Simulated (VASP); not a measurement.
The system is NaCl.

```xyz
4
Lattice="4.0267 0.0000 0.0000 -2.0134 3.4873 0.0000 0.0000 0.0000 6.5756" Properties=species:S:1:pos:R:3 pbc="T T T"
Na    0.0000    0.0000    0.0000
Na    0.0000    2.3248    3.2878
Cl    2.0134    1.1624    1.6439
Cl    2.0134    1.1624    4.9317
```

| Item | Value |
| --- | --- |
| Program | VASP 6.6.1 |
| Task | relaxation of cell and atoms |
| Functional | PBE |
| Potentials or basis | VASP PAW PBE potentials, release 64 (Na_pv, Cl) |
| Cutoff | 500 eV |
| k mesh | 9 × 9 × 6 |
| Occupations | gaussian, width 0.02 eV |
| Spin | no spin polarisation |

At the start: pressure 1.2 GPa; volume 23.08 Å³/atom.

Q: Where does the relaxation end?

A: Over 6 steps the energy falls by 27.9 meV/atom and the volume is 23.60 Å³/atom (+2.2 %); space group P6_3/mmc (No. 194, to 0.1 Å) before and after.

Step by step:
| step | energy change (eV) | largest force (eV/Å) | pressure (GPa) | volume (Å³) |
| --- | --- | --- | --- | --- |
| 1 | 0.0000 | 0.0000 | 1.15 | 92.34 |
| 2 | -0.0749 | 0.0000 | 0.26 | 94.53 |
| 3 | -0.1040 | 0.0000 | -0.48 | 96.77 |
| 4 | -0.1046 | 0.0000 | -0.58 | 97.08 |
| 5 | -0.1097 | 0.0000 | -0.30 | 95.69 |
| 6 | -0.1114 | 0.0000 | -0.02 | 94.40 |

Final structure:
```
Na Cl
1.0
     3.92569    0.00000    0.00000
    -1.96284    3.39974    0.00000
     0.00000    0.00000    7.07310
Na Cl
2 2
Direct
  0.00000 0.00000 0.00000
  0.33333 0.66667 0.50000
  0.66667 0.33333 0.25000
  0.66667 0.33333 0.75000
```
